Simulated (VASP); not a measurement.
## Yb: single point with PBE

Crystal: Yb.

```
CELL_PARAMETERS angstrom
0.00000 2.52146 2.52146
2.52146 0.00000 2.52146
2.52146 2.52146 0.00000
ATOMIC_POSITIONS crystal
Yb 0.00000 0.00000 0.00000
```

This cell differs from its parent crystal: volume scaled by 0.9.

```
Program                : VASP 6.6.1
Task                   : single point
Functional             : PBE
Potentials or basis    : VASP PAW PBE potentials, release 64 (Yb)
Cutoff                 : 520 eV
k mesh                 : 14 × 14 × 14
Occupations            : fermi-dirac, width 0.08 eV
Spin                   : no spin polarisation
Dipole correction      : no
Further INCAR settings : ALGO = Normal; EDIFF = 1e-07; NBANDS = 18
```

```
Pressure               : 2.1 GPa
Band gap on the k mesh : zero (band 12 reaches 1.91 eV, above the bottom of band 13 at 1.86 eV)
```

Levels at points of the mesh, in eV from the Fermi level:
```csv
k point,band 9,band 10,band 11,band 12,band 13,band 14,band 15,band 16
"(0.00, 0.00, 0.00)",-0.50,-0.38,-0.38,-0.38,2.94,2.94,2.94,5.33
"(0.50, 0.00, 0.00)",-0.50,-0.40,-0.40,-0.37,0.63,2.70,2.70,7.09
"(0.50, 0.50, 0.00)",-0.49,-0.42,-0.41,-0.41,-0.11,2.16,7.12,7.62
```

Run time: 73 s on 1 thread of AMD EPYC 9R45 96-Core Processor (Zen 5), with other jobs on the host, peak memory 0.18 GiB.

Caveat: spin-orbit coupling is left out, which moves the levels of the heavy elements. Spin polarisation is off, so any magnetic state and its effect on volume and gap are missing.
